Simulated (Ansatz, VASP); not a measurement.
F: VASP beside Ansatz

Contents of INCAR:

```
  PREC = Accurate
  ENCUT = 520
  EDIFF = 1E-7
  ISMEAR = 0
  SIGMA = 0.05
  LREAL = False
  LASPH = True
  NELM = 80
  ALGO = Normal
  ISIF = 2
  LWAVE = False
  LCHARG = False
  GGA = PS
  NBANDS = 22
```

The input KPOINTS:

```
Automatic mesh
0
Gamma
  4 4 2
```

File POSCAR:

```
F
1.0
    3.0851338263     -1.8905343276     -0.2379521357
    3.0851338263      1.8905343276     -0.2379521357
   -2.2846446566      0.0000000000      7.5565150844
F
4
Direct
    0.0848459664      0.0848459664      0.0940038325
    0.9151540336      0.9151540336      0.9059961675
    0.5015719855      0.5015719855      0.5937195244
    0.4984280145      0.4984280145      0.4062804756
```

Input for Ansatz:

```yaml
crystal:
  lattice:
    - [3.0851338263, -1.8905343276, -0.2379521357]
    - [3.0851338263, 1.8905343276, -0.2379521357]
    - [-2.2846446566, 0.0, 7.5565150844]
  atoms:
    - { symbol: F, position: [0.0848459664, 0.0848459664, 0.0940038325] }
    - { symbol: F, position: [0.9151540336, 0.9151540336, 0.9059961675] }
    - { symbol: F, position: [0.5015719855, 0.5015719855, 0.5937195244] }
    - { symbol: F, position: [0.4984280145, 0.4984280145, 0.4062804756] }
basis:
  ecutwfc: 520.0
kpoints:
  mp_grid: { grid: [4, 4, 2] }
hamiltonian:
  xc: pbesol
scf:
  occupations: { method: gaussian, width: 0.05 }
output:
  forces: true
  stress: true
  eigenvalues: true
```

Change from the starting cell: volume 21.523 Å^3 an atom, stretch along a over the lengths across it, relative to the relaxed cell 0.9379.

Alike in both runs: task single point; functional PBEsol; k mesh 4 × 4 × 2; occupations gaussian, width 0.05 eV; no spin polarisation.

```csv
,VASP,Ansatz
version,VASP 6.6.1,Ansatz 0.2.0
potentials or method,"VASP PAW PBE potentials, release 64 (F), cutoff 520 eV","scalar-relativistic, plane waves, PAW"
valence electrons in the cell,28,28
```

```tsv
	VASP	Ansatz	Ansatz less VASP
gap on the k mesh at the Fermi level (eV)	2.29	2.35	+0.064
least direct gap on the mesh (eV)	2.33	2.40	+0.065
pressure (GPa)	-4.0	-4.2	-0.11
traceless stress, the component that is largest in VASP (GPa)	-5.70	-6.62	-0.920
rms of the force components (eV/Å)	1.082	1.252	+0.1698
```

VASP's potentials were made for PBE, not for PBEsol. Atom by atom the forces differ by 0.170 eV/Å (rms over components).

The k mesh is coarse, so the values compare programs but aren't converged.
